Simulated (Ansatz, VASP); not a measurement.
## One calculation of Li2Ag3, two programs

```
Li Ag
1.0
     4.60568    0.00000    0.00000
     0.00000    4.60568    0.00000
     0.00000    0.00000    4.60568
Li Ag
2 3
Direct
  0.00000 0.00000 0.00000
  0.50000 0.50000 0.50000
  0.50000 0.00000 0.00000
  0.00000 0.50000 0.00000
  0.00000 0.00000 0.50000
```

Alike in both runs: task relaxation of cell and atoms; functional PBE; k mesh 8 × 8 × 8; occupations gaussian, width 0.1 eV; no spin polarisation.

|  | VASP | Ansatz |
| --- | --- | --- |
| version | VASP 6.6.1 | Ansatz 0.2.0 |
| potentials or method | VASP PAW PBE potentials, release 64 (Li_sv, Ag), cutoff 600 eV | scalar-relativistic, plane waves, PAW |
| valence electrons in the cell | 39 | 63 |

|  | VASP | Ansatz | Ansatz less VASP |
| --- | --- | --- | --- |
| gap on the k mesh at the Fermi level, each at its own relaxed structure (eV) | none | none | - |
| relaxed volume (Å³/atom) | 19.54 | 19.54 | 0.000 |
| relaxed cell length with the largest relative difference (Å) | 4.606 | 4.606 | 0.0000 |

A gap of «none» marks a metal or a gap that the smearing closes. VASP's potentials hold 39 valence electrons a cell and Ansatz's 63, so a difference there can come from the potentials and not from the codes.

Noted on VASP's run: the cutoff is short for stress, so the pressure is rough; the relaxation stopped at its first step, so nothing moved.
